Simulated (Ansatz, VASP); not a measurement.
# One calculation of Si, two programs

```
Si
1.0
     3.83132    0.00000    0.00000
    -1.91566    3.44244    0.00000
     0.00000    0.00000    6.33262
Si
4
Direct
  0.33333 0.66667 0.06301
  0.66667 0.33333 0.56301
  0.33333 0.66667 0.43699
  0.66667 0.33333 0.93699
```

Change from the starting cell: strain +0.0375 x Voigt [0, 1, 0, 0, 0, 0], atoms carried along.

Alike in both runs: task single point; functional LDA; k mesh 12 × 12 × 6; occupations gaussian, width 0.03 eV; no spin polarisation.

|  | VASP | Ansatz |
| --- | --- | --- |
| version | VASP 6.6.1 | Ansatz 0.2.0 |
| potentials or method | VASP PAW LDA potentials, release 64 (Si), cutoff 520 eV | scalar-relativistic, plane waves, PAW |
| valence electrons in the cell | 16 | 16 |

Ansatz gave:

| Property | Result |
| --- | --- |
| gap on the k mesh at the Fermi level (eV) | 0.12 |
| least direct gap on the mesh (eV) | 0.49 |
| pressure (GPa) | -4.9 |
| traceless stress, the component that is largest in VASP (GPa) | -4.00 |
| rms of the force components (eV/Å) | 0.157 |

Question: Which values does VASP return?

Answer: gap on the k mesh at the Fermi level (eV): 0.12; least direct gap on the mesh (eV): 0.49; pressure (GPa): -4.9; traceless stress, the component that is largest in VASP (GPa): -4.02; rms of the force components (eV/Å): 0.157.

LDA's correlation is that of Perdew and Zunger in VASP and of Perdew and Wang (1992) in Ansatz. Atom by atom the forces differ by 0.001 eV/Å (rms over components).
